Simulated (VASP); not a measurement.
A run of VASP 6.6.1 is set up as follows.

Contents of INCAR:

```
  ALGO = Normal
  EDIFF = 1E-8
  ENCUT = 520
  GGA = PS
  ISIF = 2
  ISMEAR = -1
  LASPH = T
  LCHARG = F
  LEFG = T
  LREAL = F
  LWAVE = F
  NBANDS = 16
  NELM = 100
  PREC = Accurate
  SIGMA = 0.02
```

File KPOINTS:

```
k-points
0
Gamma
  13 13 13
```

Contents of POSCAR:

```
GaN
1.0
    0.0000000000      1.9925000000      2.0124250000
    1.9925000000      0.0000000000      2.0124250000
    1.9925000000      1.9925000000      0.0000000000
Ga N
1 1
Direct
    0.5000000000      0.5000000000      0.5000000000
    0.0000000000      0.0000000000      0.0000000000
```

Potentials or basis: VASP PAW PBE potentials, release 64 (Ga_d, N).

The run is started by

```bash
$ cat potpaw_PBE.64/Ga_d/POTCAR potpaw_PBE.64/N/POTCAR > POTCAR
$ mpirun -np 1 vasp_std > vasp.out
```

(1) Estimate the band gap on the k mesh.

(2) What does it give for the pressure?

## Answers

(1) 1.68 eV, indirect (least direct gap 5.01 eV).

(2) 54.9 GPa.

Caveat: the cell differs from its parent crystal (zz strain of +1 %); without QUAD_EFG the Cq values of the log hold for a quadrupole moment of 1 mb, not for the nuclei; the PAW data sets were made with another functional, which shifts forces and pressure a little.
